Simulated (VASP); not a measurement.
# LiTaO2: single point with PBE

LiTaO2:

```
Li Ta O
1.0
     1.43734    0.82985    5.41527
    -1.43734    0.82985    5.41527
     0.00000   -1.65970    5.41527
Li Ta O
1 1 2
Direct
  0.00000 0.00000 0.00000
  0.50000 0.50000 0.50000
  0.25319 0.25319 0.25319
  0.74681 0.74681 0.74681
```

The cell was generated, and may not be a known phase.

| Item | Value |
| --- | --- |
| Program | VASP 6.6.1 |
| Task | single point |
| Functional | PBE |
| Potentials or basis | VASP PAW PBE potentials, release 64 (Li_sv, Ta_pv, O) |
| Cutoff | 520 eV |
| k mesh | 6 × 6 × 6 |
| Occupations | gaussian, width 0.1 eV |
| Spin | collinear spin |
| Starting moments | [0.0, 1.0, 0.0, 0.0] μB |
| Dipole correction | no |
| Further INCAR settings | ALGO = Normal; EDIFF = 1e-06; NBANDS = 25 |

- Largest force: 0.079 eV/Å
- Band gap on the k mesh: zero (filled and empty bands overlap)
- Net moment: 0.00 μB per cell
- Valence electrons inside the program's atomic spheres: Li 2.06; Ta 8.93; O 5.04

Forces in eV/Å, atoms in the order of the input:
```
Li   0.000  0.000  0.000
Ta   0.000  0.000  0.000
O    0.000  0.000  0.079
O    0.000  0.000 -0.079
```

Levels at points of the mesh, in eV from the Fermi level:
Spin up:
| k point | band 9 | band 10 | band 11 | band 12 | band 13 | band 14 | band 15 | band 16 | band 17 | band 18 |
| --- | --- | --- | --- | --- | --- | --- | --- | --- | --- | --- |
| (0.00, 0.00, 0.00) | -5.02 | -4.08 | -3.23 | -3.23 | -0.86 | 0.83 | 0.83 | 2.88 | 4.45 | 4.45 |
| (0.50, 0.00, 0.00) | -6.02 | -5.41 | -4.40 | -3.73 | -1.91 | 4.26 | 4.56 | 4.69 | 5.72 | 6.75 |
| (0.50, 0.50, 0.00) | -6.14 | -5.21 | -4.75 | -4.03 | -2.26 | 4.49 | 4.76 | 5.32 | 5.46 | 5.92 |
| (0.50, 0.50, 0.50) | -4.97 | -4.97 | -3.30 | -3.30 | -0.17 | 0.87 | 0.87 | 3.23 | 4.37 | 4.37 |
Spin down:
```tsv
k point	band 10	band 11	band 12	band 13	band 14	band 15	band 16	band 17
(0.00, 0.00, 0.00)	-4.08	-3.23	-3.23	-0.86	0.83	0.83	2.88	4.45
(0.50, 0.00, 0.00)	-5.41	-4.40	-3.73	-1.91	4.26	4.56	4.69	5.72
(0.50, 0.50, 0.00)	-5.21	-4.75	-4.03	-2.26	4.49	4.76	5.32	5.46
(0.50, 0.50, 0.50)	-4.97	-3.30	-3.30	-0.17	0.87	0.87	3.23	4.37
```

Wall time 2.9 min on 1 thread of Intel(R) Xeon(R) Platinum 8275CL CPU @ 3.00GHz (Skylake/Cascade Lake) (shared host), peak memory 0.34 GiB.

Caveat: the k points lie up to 0.43 Å⁻¹ apart, too coarse for converged energies and pressures of a metal; spin-orbit coupling is left out, which moves the levels of the heavy elements.
